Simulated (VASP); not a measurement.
Set up this calculation in VASP 6.6.1, as the native input.

- Task: single point
- Functional: LDA
- Potentials or basis: VASP PAW LDA potentials, release 64 (Pt)
- Cutoff: 520 eV
- k mesh: 21 × 21 × 10
- Occupations: gaussian, width 0.15 eV
- Spin: collinear spin
- Starting moments: [0.35, 0.35] μB
- Fixed moment: 0.7 μB
- Dipole correction: no
- Further INCAR settings: ALGO = Fast; EDIFF = 1e-07; NBANDS = 21

The structure of Pt lies in POSCAR:

```
Pt
1.0
    2.5804946569      0.0000000000      0.0000000000
   -1.2902473284      2.2347739272      0.0000000000
    0.0000000000      0.0000000000      4.4558335951
Pt
2
Direct
    0.6666666667      0.3333333333      0.7500000000
    0.3333333333      0.6666666667      0.2500000000
```

This isn't the form of Pt at room conditions, which is fcc.

These files were run (other wordings do the same):

INCAR

```
PREC = Accurate
ENCUT = 520
EDIFF = 1E-7
ISMEAR = 0
SIGMA = 0.15
LREAL = F
LASPH = T
NELM = 150
ALGO = Fast
ISIF = 2
LWAVE = F
LCHARG = F
ISPIN = 2
MAGMOM = 0.35 0.35
LORBIT = 11
NUPDOWN = 0.7
LMAXMIX = 4
GGA = CA
NBANDS = 21
```

KPOINTS

```
Automatic mesh
0
Gamma
  21 21 10
```

Potentials or basis: VASP PAW LDA potentials, release 64 (Pt).

Launch:

```sh
$ cat potpaw_LDA.64/Pt/POTCAR > POTCAR
$ mpirun -np 1 vasp_std > vasp.out
```

Results of the run:

| Item | Value |
| --- | --- |
| Pressure | 67.0 GPa |
| Net moment | 0.70 μB per cell |
| Site moments | Pt +0.34 μB |
| Valence electrons inside the program's atomic spheres | Pt 9.83 |

Caveat: the cell stands under pressure; the total moment is fixed, so each spin has its own Fermi level.

It took 2.6 min on 1 thread of AMD EPYC 9R45 96-Core Processor (Zen 5), with other jobs on the host, peak memory 0.27 GiB.
